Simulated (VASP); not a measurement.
# ZnS: single point with HSE06

Crystal: ZnS.

```
Zn S
1.0
     0.00000    2.69410    2.69410
     2.69410    0.00000    2.69410
     2.69410    2.69410    0.00000
Zn S
1 1
Direct
  0.25000 0.25000 0.25000
  0.00000 0.00000 0.00000
```

| Property | Result |
| --- | --- |
| Program | VASP 6.6.1 |
| Task | single point |
| Functional | HSE06 |
| Potentials or basis | VASP PAW PBE potentials, release 64 (Zn, S) |
| Cutoff | 520 eV |
| k mesh | 4 × 4 × 4 |
| Occupations | gaussian, width 0.01 eV |
| Spin | no spin polarisation |

| Item | Value |
| --- | --- |
| Pressure | 1.9 GPa |
| Band gap on the k mesh | 3.38 eV |

Levels at points of the mesh, in eV from the valence-band top:
```
           k point  band 5  band 6  band 7  band 8  band 9  band 10  band 11  band 12  band 13  band 14
(0.00, 0.00, 0.00)   -7.43   -7.43    0.00    0.00    0.00     3.38     7.68     7.68     7.68    13.21
(0.50, 0.00, 0.00)   -7.41   -7.19   -5.66   -0.93   -0.93     4.57     8.17     8.17    10.25    13.67
(0.50, 0.50, 0.00)   -7.36   -7.15   -5.03   -2.38   -2.38     4.36     5.26    12.63    13.76    13.76
```

Wall time 8.4 min on 1 thread of Intel(R) Xeon(R) Platinum 8259CL CPU @ 2.50GHz (Skylake/Cascade Lake) (shared host), peak memory 0.26 GiB.

Caveat: the k points lie up to 0.50 Å⁻¹ apart; the PAW data sets were made with another functional, which shifts forces and pressure a little.
